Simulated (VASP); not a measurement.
Wanted: the native input for a VASP 6.6.1 run.

- Task: single point
- Functional: PBE
- Potentials or basis: VASP PAW PBE potentials, release 64 (Cs_sv)
- Cutoff: 520 eV
- k mesh: 12 × 12 × 12
- Occupations: fermi-dirac, width 0.1 eV
- Spin: no spin polarisation
- Dipole correction: no
- Further INCAR settings: ALGO = Normal; EDIFF = 1e-06; NBANDS = 10

The structure of Cs lies in POSCAR:

```
Cs
1.0
   -3.1176479867      3.1176479867      3.1176479867
    3.1176479867     -3.1176479867      3.1176479867
    3.1176479867      3.1176479867     -3.1176479867
Cs
1
Direct
    0.0000000000      0.0000000000      0.0000000000
```

The input as run:

INCAR

```
SYSTEM = Cs
ALGO = Normal
EDIFF = 1E-6
ENCUT = 520
GGA = PE
ISIF = 2
ISMEAR = -1
LASPH = .True.
LCHARG = .True.
LELF = .True.
LREAL = .False.
LVHAR = .True.
LWAVE = .False.
NBANDS = 10
NELM = 80
PREC = Accurate
SIGMA = 0.1
```

KPOINTS

```
k-points
0
Gamma
  12 12 12
  0 0 0
```

Potentials or basis: VASP PAW PBE potentials, release 64 (Cs_sv).

Command:

```sh
$ cat potpaw_PBE.64/Cs_sv/POTCAR > POTCAR
$ mpirun -np 1 vasp_std > vasp.out
```

Results of the run:

```yaml
Pressure: -0.1 GPa
Band_gap_on_the_k_mesh: zero (an odd number of electrons rules out a gap without spin polarisation)
```

Caveat: spin-orbit coupling is left out, which moves the levels of the heavy elements.

Wall time 92 s on 1 thread of AMD EPYC 7R13 (shared host), peak memory 0.24 GiB.
